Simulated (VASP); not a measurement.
# AgB2 (P6/mmm) in VASP: notebook, part 2 of 2

VASP 6.6.1.

## 3. Relaxation of shape and atoms at fixed volume, revPBE (11.17 Å³/atom)

This run uses another cell than the first one, of 11.17 Å³/atom.

INCAR

```
ALGO = Normal ; EDIFF = 1E-6
EDIFFG = -0.01 ; ENCUT = 600
GGA = RE ; IBRION = 2
ISIF = 4 ; ISMEAR = 0
LASPH = T ; LCHARG = F
LREAL = F ; LWAVE = F
NELM = 60 ; NSW = 60
PREC = Accurate ; SIGMA = 0.05
```

KPOINTS

```
k-points
0
Gamma
  10 10 8
```

POSCAR

```
AgB2
1.0
    3.0520790495      0.0000000000      0.0000000000
   -1.5260395247      2.6431779912      0.0000000000
    0.0000000000      0.0000000000      4.1527257117
Ag B
1 2
Direct
    0.0000000000      0.0000000000      0.0000000000
    0.3333333333      0.6666666667      0.5000000000
    0.6666666667      0.3333333333      0.5000000000
```

Potentials or basis: VASP PAW PBE potentials, release 64 (Ag, B).

Started as:

```bash
> cat potpaw_PBE.64/Ag/POTCAR potpaw_PBE.64/B/POTCAR > POTCAR
> mpirun -np 1 vasp_std > vasp.out
```

OUTCAR:

```text
EDIFF = 1E-6
   EDIFFG = -0.01
   ENCUT = 600
   GGA = RE
   IBRION = 2
   ISIF = 4
   ISMEAR = 0
   LASPH = T
   LREAL = F
   NELM = 60
   NSW = 60
   PREC = Accurate

 ion  position               nearest neighbor table
   1  0.000  0.000  0.000-   2 2.72   3 2.72   2 2.72   3 2.72   2 2.72   2 2.72   3 2.72   3 2.72
                             3 2.72   3 2.72   2 2.72   2 2.72
   2  0.333  0.667  0.500-   3 1.76   3 1.76   3 1.76   1 2.72   1 2.72   1 2.72   1 2.72   1 2.72
                             1 2.72
   3  0.667  0.333  0.500-   2 1.76   2 1.76   2 1.76   1 2.72   1 2.72   1 2.72   1 2.72   1 2.72
                             1 2.72

  LATTYP: Found a hexagonal cell.
 ALAT       =     3.0520790495
 C/A-ratio  =     1.3606219381

  Lattice vectors:

 A1 = (   3.0520790495,   0.0000000000,   0.0000000000)
 A2 = (  -1.5260395247,   2.6431779912,   0.0000000000)
 A3 = (   0.0000000000,   0.0000000000,   4.1527257117)

Analysis of symmetry for initial positions (statically):
=====================================================================
 Subroutine PRICEL returns:
 Original cell was already a primitive cell.

 Routine SETGRP: Setting up the symmetry group for a
 hexagonal supercell.

 Subroutine GETGRP returns: Found 24 space group operations
 (whereof 24 operations were pure point group operations)
 out of a pool of 24 trial point group operations.

The static configuration has the point symmetry D_6h.

Analysis of symmetry for dynamics (positions and initial velocities):
=====================================================================
 Subroutine PRICEL returns:
 Original cell was already a primitive cell.

 Routine SETGRP: Setting up the symmetry group for a
 hexagonal supercell.

 Subroutine GETGRP returns: Found 24 space group operations
 (whereof 24 operations were pure point group operations)
 out of a pool of 24 trial point group operations.

The dynamic configuration has the point symmetry D_6h.

 Subroutine INISYM returns: Found 24 space group operations
 (whereof 24 operations are pure point group operations),
 and found     1 'primitive' translations

----------------------------------------------------------------------------------------

                                     Primitive cell

  volume of cell :      33.5008

  direct lattice vectors                    reciprocal lattice vectors
     3.052079050  0.000000000  0.000000000     0.327645511  0.189166224  0.000000000
    -1.526039525  2.643177991  0.000000000     0.000000000  0.378332448  0.000000000
     0.000000000  0.000000000  4.152725712     0.000000000  0.000000000  0.240805695

  length of vectors
     3.052079050  3.052079049  4.152725712     0.378332448  0.378332448  0.240805695

  position of ions in fractional coordinates (direct lattice)
     0.000000000  0.000000000  0.000000000
     0.333333333  0.666666667  0.500000000
     0.666666667  0.333333333  0.500000000

  ion indices of the primitive-cell ions
   primitive index   ion index
                 1           1
                 2           2
                 3           3

----------------------------------------------------------------------------------------

 KPOINTS: k-points

[... 59 lines left out ...]
   ISTART =      0    job   : 0-new  1-cont  2-samecut
   ICHARG =      2    charge: 1-file 2-atom 10-const
   ISPIN  =      1    spin polarized calculation?
   LNONCOLLINEAR =      F non collinear calculations
   LSORBIT =      F    spin-orbit coupling
   LASPH  =      T    aspherical Exc in radial PAW
   ENCUT  =  600.0 eV  44.10 Ry    6.64 a.u.   6.10  6.10  8.29*2*pi/ulx,y,z
   NELM   =     60;   NELMIN=  2; NELMDL= -5     # of ELM steps
   EDIFF  = 0.1E-05   stopping-criterion for ELM
   LREAL  =      F    real-space projection
   EDIFFG = -.1E-01   stopping-criterion for IOM
   NSW    =     60    number of steps for IOM
   IBRION =      2    ionic relax: 0-MD 1-quasi-New 2-CG
   NFREE  =      1    steps in history (QN), initial steepest desc. (CG)
   ISIF   =      4    stress and relaxation
   ISYM   =      2    0-nonsym 1-usesym 2-fastsym
   POTIM  = 0.5000    time-step for ionic-motion
   TEBEG  =    0.0;   TEEND  =   0.0 temperature during run
   PSTRESS=    0.0 pullay stress
   NELECT =      17.0000    total number of electrons
   NUPDOWN=      -1.0000    fix difference up-down
   EMIN   =  10.00;   EMAX   =-10.00  energy-range for DOS
   EFERMI =   0.00;   METHOD = LEGACY
   ISMEAR =     0;   SIGMA  =   0.05  broadening in eV -4-tet -1-fermi 0-gaus
   EFERMI_NEDOS =   21; number of points for ismear=-14 and -15
   IALGO  =     38    algorithm
   IMIX   =      4    mixing-type and parameters
     AMIX     =   0.40;   BMIX     =  1.00
     AMIX_MAG =   1.60;   BMIX_MAG =  1.00
  volume/ion in A,a.u.               =      11.17        75.36
  Fermi-wavevector in a.u.,A,eV,Ry     =   1.305788  2.467581 23.199052  1.705082
  Thomas-Fermi vector in A             =   2.436634
   LORBIT       =      0    0 simple, 1 ext, 2 COOP (PROOUT), +10 PAW based schemes
   GGA     = RE    functional components
   LHFCALC =     F    Hartree Fock is set to
   AEXX    =    0.0000 exact exchange contribution
   IVDW    =     0    specifies the selected vdW correction
   LEPSILON=     F    determine dielectric tensor
   LRPA    =     F    only Hartree local field effects (RPA)
 conjugate gradient relaxation of ions
 non-spin polarized calculation
 Gauss-broadening in eV      SIGMA  =   0.05
  energy-cutoff  :      600.00
  volume of cell :       33.50
 maximum number of plane-waves:      1134
   NGX = 13   NGY = 13   NGZ = 17

--------------------------------------- Ionic step        1  -------------------------------------------

 number of electron      17.0000003 magnetization

 Free energy of the ion-electron system (eV)
  ---------------------------------------------------
  ext. energy  EPLUGINS =         0.00000000
  ---------------------------------------------------
  free energy    TOTEN  =       -13.69893219 eV

  energy without entropy =      -13.69845101  energy(sigma->0) =      -13.69869160

------------------------ aborting loop because EDIFF is reached ----------------------------------------

  FORCE on cell =-STRESS in cart. coord.  units (eV):
  Direction    XX          YY          ZZ          XY          YZ          ZX
  --------------------------------------------------------------------------------------
  -------------------------------------------------------------------------------------
  Total       -0.6746074     -0.6746074     -0.4058465     -0.0000000      0.0000000     -0.0000000
  in kB      -32.2631104    -32.2631104    -19.4096157     -0.0000000      0.0000000     -0.0000000
  external PRESSURE =     -27.9786122 kB  Pullay stress =       0.0000000 kB
[... 61 lines left out ...]
--------------------------------------- Ionic step        3  -------------------------------------------

 number of electron      17.0000003 magnetization

 Free energy of the ion-electron system (eV)
  ---------------------------------------------------
  ext. energy  EPLUGINS =         0.00000000
  ---------------------------------------------------
  free energy    TOTEN  =       -13.69949653 eV

  energy without entropy =      -13.69906023  energy(sigma->0) =      -13.69927838

 E-fermi :   6.6374     XC(G=0): -11.7200

 val. band max:        6.5634693552   @ k =   0.3000  -0.0000   0.5000
 cond. band min:       6.6573206994   @ k =   0.2000  -0.0000   0.0000
 fundamental gap:      0.0938513442
 Fermi energy:         6.6373838853

 k-point     1 :       0.0000    0.0000    0.0000
  band No.  band energies     occupation
      1      -5.1585      2.00000
      2       1.1708      2.00000
      3       2.0289      2.00000
      4       2.0289      2.00000
      5       2.9048      2.00000
      6       2.9048      2.00000
      7       2.9619      2.00000
      8       7.5555      0.00000
      9       7.8892      0.00000
     10       7.8892      0.00000
     11      14.1886      0.00000
     12      14.1886      0.00000
[... 331 lines left out ...]
 k-point    24 :       0.4000    0.1000    0.1250
  band No.  band energies     occupation
      1      -1.6619      2.00000
      2      -0.2917      2.00000
      3       1.3274      2.00000
      4       1.4358      2.00000
      5       2.3831      2.00000
      6       3.2808      2.00000
      7       3.7433      2.00000
      8       4.8675      2.00000
      9       7.7464      0.00000
     10       9.6702      0.00000
     11      11.4827      0.00000
     12      13.4383      0.00000

 [... further k-points ...]

------------------------ aborting loop because EDIFF is reached ----------------------------------------

  FORCE on cell =-STRESS in cart. coord.  units (eV):
  Direction    XX          YY          ZZ          XY          YZ          ZX
  --------------------------------------------------------------------------------------
  -------------------------------------------------------------------------------------
  Total       -0.5202215     -0.5202215     -0.5345390     -0.0000000      0.0000000      0.0000000
  in kB      -24.8796041    -24.8796041    -25.5643367     -0.0000000      0.0000000      0.0000000
  external PRESSURE =     -25.1078483 kB  Pullay stress =       0.0000000 kB
[... 18 lines left out ...]
  FREE ENERGIE OF THE ION-ELECTRON SYSTEM (eV)
  ---------------------------------------------------
  free  energy   TOTEN  =       -13.6994965263 eV

  energy  without entropy=      -13.6990602342  energy(sigma->0) =      -13.69927838

 reached required accuracy - stopping structural energy minimisation
```

OSZICAR:

```text
N       E                     dE             d eps       ncg     rms          rms(c)
DAV:   1     0.781548608492E+02    0.78155E+02   -0.86749E+03  1696   0.142E+03
DAV:   2    -0.146454894647E+02   -0.92800E+02   -0.85689E+02  1864   0.269E+02
[... 19 lines left out ...]
   2 F= -.13699442E+02 E0= -.13699220E+02  d E =-.510028E-03
       N       E                     dE             d eps       ncg     rms          rms(c)
DAV:   1    -0.136997546280E+02   -0.31260E-03   -0.14988E-02  1800   0.113E+00    0.944E-02
DAV:   2    -0.136995763635E+02    0.17826E-03   -0.10120E-04  1940   0.131E-01    0.517E-02
DAV:   3    -0.136994960783E+02    0.80285E-04   -0.99364E-05  1832   0.111E-01    0.137E-02
DAV:   4    -0.136994965263E+02   -0.44794E-06   -0.48929E-06  1788   0.246E-02
   3 F= -.13699497E+02 E0= -.13699278E+02  d E =-.564332E-03
```

CONTCAR:

```text
AgB2
   1.00000000000000
     3.0453310393526456   -0.0000000000009634   -0.0000000000000000
    -1.5226655196272674    2.6373340429887766    0.0000000000000000
     0.0000000000000000    0.0000000000000000    4.1711497726095157
  Ag              B
     1     2
Direct
     0.0000000000000000    0.0000000000000000    0.0000000000000000
     0.3333333332999970    0.6666666667000030    0.5000000000000000
     0.6666666667000030    0.3333333332999970    0.5000000000000000

  0.00000000E+00  0.00000000E+00  0.00000000E+00
  0.00000000E+00  0.00000000E+00  0.00000000E+00
  0.00000000E+00  0.00000000E+00  0.00000000E+00
```

Run time: 60 s. Hardware: 1 thread of AMD EPYC 7R13, shared host; peak memory 0.15 GiB.

What came out:

```
Free energy               : -13.6995 eV
Energy gained by relaxing : 0.2 meV/atom
Ionic steps               : 3
Pressure after relaxing   : -2.5 GPa
Band gap on the k mesh    : zero (an odd number of electrons rules out a gap without spin polarisation)
```

Step by step:
```csv
step,energy change (eV),largest force (eV/Å),pressure (GPa),volume (Å³)
1,0.0000,0.0000,-2.80,33.50
2,-0.0005,0.0000,-2.60,33.50
3,-0.0006,0.0000,-2.51,33.50
```

Final structure:
```
CELL_PARAMETERS angstrom
3.04533 0.00000 0.00000
-1.52267 2.63733 0.00000
0.00000 0.00000 4.17115
ATOMIC_POSITIONS crystal
Ag 0.00000 0.00000 0.00000
B 0.33333 0.66667 0.50000
B 0.66667 0.33333 0.50000
```

Levels at points of the mesh, in eV from the Fermi level:
| k point | band 6 | band 7 | band 8 | band 9 | band 10 | band 11 |
| --- | --- | --- | --- | --- | --- | --- |
| (0.00, 0.00, 0.00) | -3.73 | -3.68 | 0.92 | 1.25 | 1.25 | 7.55 |
| (0.50, 0.00, 0.00) | -3.22 | -2.68 | -1.56 | 2.50 | 2.71 | 3.77 |
| (0.00, 0.00, 0.50) | -3.84 | -3.84 | 1.01 | 1.01 | 6.91 | 8.55 |
| (0.50, 0.00, 0.50) | -3.22 | -2.80 | -2.32 | -0.43 | 1.37 | 6.34 |

Caveat: the PAW data sets were made with another functional, which shifts forces and pressure a little.

## 4. Relaxation of shape and atoms at fixed volume, revPBE (11.39 Å³/atom)

This run uses another cell than the first one, of 11.39 Å³/atom.

INCAR

```
SYSTEM = AgB2
PREC = Accurate ; ENCUT = 600
EDIFF = 1E-7 ; ISMEAR = 0
SIGMA = 0.05 ; LREAL = .FALSE.
LASPH = .TRUE. ; NELM = 60
ALGO = Normal ; ISIF = 4
LWAVE = .FALSE. ; LCHARG = .FALSE.
GGA = RE ; IBRION = 2
NSW = 60 ; EDIFFG = -0.01
```

KPOINTS

```
regular mesh
0
G
  10 10 8
  0 0 0
```

POSCAR

```
AgB2
1.0
    3.0650668074      0.0000000000      0.0000000000
   -1.5325334037      2.6544257195      0.0000000000
    0.0000000000      0.0000000000      4.1983445733
Ag B
1 2
Direct
    0.0000000000      0.0000000000      0.0000000000
    0.3333333333      0.6666666667      0.5000000000
    0.6666666667      0.3333333333      0.5000000000
```

Potentials or basis: VASP PAW PBE potentials, release 64 (Ag, B).

Started as:

```bash
> cat potpaw_PBE.64/Ag/POTCAR potpaw_PBE.64/B/POTCAR > POTCAR
> mpirun -np 1 vasp_std > vasp.out
```

OUTCAR:

```text
SYSTEM = AgB2
   PREC = Accurate
   ENCUT = 600
   EDIFF = 1E-7
   ISMEAR = 0
   LREAL = .FALSE.
   LASPH = .TRUE.
   NELM = 60
   ISIF = 4
   GGA = RE
   IBRION = 2
   NSW = 60
   EDIFFG = -0.01

 ion  position               nearest neighbor table
   1  0.000  0.000  0.000-   2 2.75   3 2.75   2 2.75   3 2.75   2 2.75   2 2.75   3 2.75   3 2.75
                             3 2.75   3 2.75   2 2.75   2 2.75
   2  0.333  0.667  0.500-   3 1.77   3 1.77   3 1.77   1 2.75   1 2.75   1 2.75   1 2.75   1 2.75
                             1 2.75
   3  0.667  0.333  0.500-   2 1.77   2 1.77   2 1.77   1 2.75   1 2.75   1 2.75   1 2.75   1 2.75
                             1 2.75

  LATTYP: Found a hexagonal cell.
 ALAT       =     3.0650668074
 C/A-ratio  =     1.3697399884

  Lattice vectors:

 A1 = (   3.0650668074,   0.0000000000,   0.0000000000)
 A2 = (  -1.5325334037,   2.6544257195,   0.0000000000)
 A3 = (   0.0000000000,   0.0000000000,   4.1983445733)

Analysis of symmetry for initial positions (statically):
=====================================================================
 Subroutine PRICEL returns:
 Original cell was already a primitive cell.

 Routine SETGRP: Setting up the symmetry group for a
 hexagonal supercell.

 Subroutine GETGRP returns: Found 24 space group operations
 (whereof 24 operations were pure point group operations)
 out of a pool of 24 trial point group operations.

The static configuration has the point symmetry D_6h.

Analysis of symmetry for dynamics (positions and initial velocities):
=====================================================================
 Subroutine PRICEL returns:
 Original cell was already a primitive cell.

 Routine SETGRP: Setting up the symmetry group for a
 hexagonal supercell.

 Subroutine GETGRP returns: Found 24 space group operations
[... 144 lines left out ...]
--------------------------------------- Ionic step        1  -------------------------------------------

 number of electron      17.0000005 magnetization

 Free energy of the ion-electron system (eV)
  ---------------------------------------------------
  ext. energy  EPLUGINS =         0.00000000
  ---------------------------------------------------
  free energy    TOTEN  =       -13.68446298 eV

  energy without entropy =      -13.68403289  energy(sigma->0) =      -13.68424794

------------------------ aborting loop because EDIFF is reached ----------------------------------------

  FORCE on cell =-STRESS in cart. coord.  units (eV):
  Direction    XX          YY          ZZ          XY          YZ          ZX
  --------------------------------------------------------------------------------------
  -------------------------------------------------------------------------------------
  Total       -1.1487494     -1.1487494     -0.8898710      0.0000000      0.0000000      0.0000000
  in kB      -53.8824407    -53.8824407    -41.7396743      0.0000000      0.0000000      0.0000000
  external PRESSURE =     -49.8348519 kB  Pullay stress =       0.0000000 kB
[... 61 lines left out ...]
--------------------------------------- Ionic step        3  -------------------------------------------

 number of electron      17.0000005 magnetization

 Free energy of the ion-electron system (eV)
  ---------------------------------------------------
  ext. energy  EPLUGINS =         0.00000000
  ---------------------------------------------------
  free energy    TOTEN  =       -13.68501396 eV

  energy without entropy =      -13.68457325  energy(sigma->0) =      -13.68479361

 E-fermi :   6.4303     XC(G=0): -11.6203

 val. band max:        6.3347389920   @ k =   0.3000   0.0000   0.5000
 cond. band min:       6.4583056634   @ k =   0.2000  -0.0000   0.0000
 fundamental gap:      0.1235666714
 Fermi energy:         6.4302795949

 k-point     1 :       0.0000    0.0000    0.0000
  band No.  band energies     occupation
      1      -5.2378      2.00000
      2       1.0303      2.00000
      3       1.8733      2.00000
      4       1.8733      2.00000
      5       2.7231      2.00000
      6       2.7231      2.00000
      7       2.7997      2.00000
      8       7.1950      0.00000
      9       7.6658      0.00000
     10       7.6658      0.00000
     11      13.9644      0.00000
     12      13.9644      0.00000
[... 331 lines left out ...]
 k-point    24 :       0.4000    0.1000    0.1250
  band No.  band energies     occupation
      1      -1.7733      2.00000
      2      -0.4003      2.00000
      3       1.1919      2.00000
      4       1.2968      2.00000
      5       2.2241      2.00000
      6       3.0857      2.00000
      7       3.5225      2.00000
      8       4.6835      2.00000
      9       7.4951      0.00000
     10       9.4287      0.00000
     11      11.1496      0.00000
     12      13.0988      0.00000

 [... further k-points ...]

------------------------ aborting loop because EDIFF is reached ----------------------------------------

  FORCE on cell =-STRESS in cart. coord.  units (eV):
  Direction    XX          YY          ZZ          XY          YZ          ZX
  --------------------------------------------------------------------------------------
  -------------------------------------------------------------------------------------
  Total       -1.0034784     -1.0034784     -1.0005775     -0.0000000     -0.0000000      0.0000000
  in kB      -47.0684632    -47.0684632    -46.9323927     -0.0000000     -0.0000000      0.0000000
  external PRESSURE =     -47.0231064 kB  Pullay stress =       0.0000000 kB
[... 18 lines left out ...]
  FREE ENERGIE OF THE ION-ELECTRON SYSTEM (eV)
  ---------------------------------------------------
  free  energy   TOTEN  =       -13.6850139642 eV

  energy  without entropy=      -13.6845732487  energy(sigma->0) =      -13.68479361

 reached required accuracy - stopping structural energy minimisation
```

It took 74 s on 1 thread of AMD EPYC 7R13, shared host; peak memory 0.15 GiB.

Results:

| Item | Value |
| --- | --- |
| Free energy | -13.6850 eV |
| Energy gained by relaxing | 0.2 meV/atom |
| Ionic steps | 3 |
| Pressure after relaxing | -4.7 GPa |
| Band gap on the k mesh | zero (an odd number of electrons rules out a gap without spin polarisation) |

The path:
```tsv
step	energy change (eV)	largest force (eV/Å)	pressure (GPa)	volume (Å³)
1	0.0000	0.0000	-4.98	34.16
2	-0.0005	0.0000	-4.80	34.16
3	-0.0006	0.0000	-4.70	34.16
```

Final structure:
```cif
data_structure
_symmetry_space_group_name_H-M 'P 1'
_symmetry_Int_Tables_number 1
_cell_length_a 3.0586
_cell_length_b 3.0586
_cell_length_c 4.2160
_cell_angle_alpha 90.000
_cell_angle_beta 90.000
_cell_angle_gamma 120.000
_cell_volume 34.16
loop_
_atom_site_label
_atom_site_type_symbol
_atom_site_fract_x
_atom_site_fract_y
_atom_site_fract_z
_atom_site_occupancy
Ag1 Ag 0.00000 0.00000 0.00000 1
B1 B 0.33333 0.66667 0.50000 1
B2 B 0.66667 0.33333 0.50000 1
```

Caveat: the PAW data sets were made with another functional, which shifts forces and pressure a little.

## 5. Overview

```csv
cell,gap on the mesh (eV),pressure (GPa)
"relaxed from a = 3.033, b = 3.033, c = 4.122 Å, angles 90.0, 90.0, 120.0°, 3 atoms",none,-0.1
"relaxed from a = 3.052, b = 3.052, c = 4.153 Å, angles 90.0, 90.0, 120.0°, 3 atoms",none,-2.5
"relaxed from a = 3.065, b = 3.065, c = 4.198 Å, angles 90.0, 90.0, 120.0°, 3 atoms",none,-4.7
```

Alike in all rows: task relaxation of shape and atoms at fixed volume; level revPBE; potentials or basis VASP PAW PBE potentials, release 64 (Ag, B); no spin polarisation; k mesh 10 × 10 × 8; cutoff (eV) 600; smearing gaussian 0.05 eV.

Caveats: the PAW data sets were made with another functional, which shifts forces and pressure a little.

Absolute energies hang on the potentials; compare differences alone.
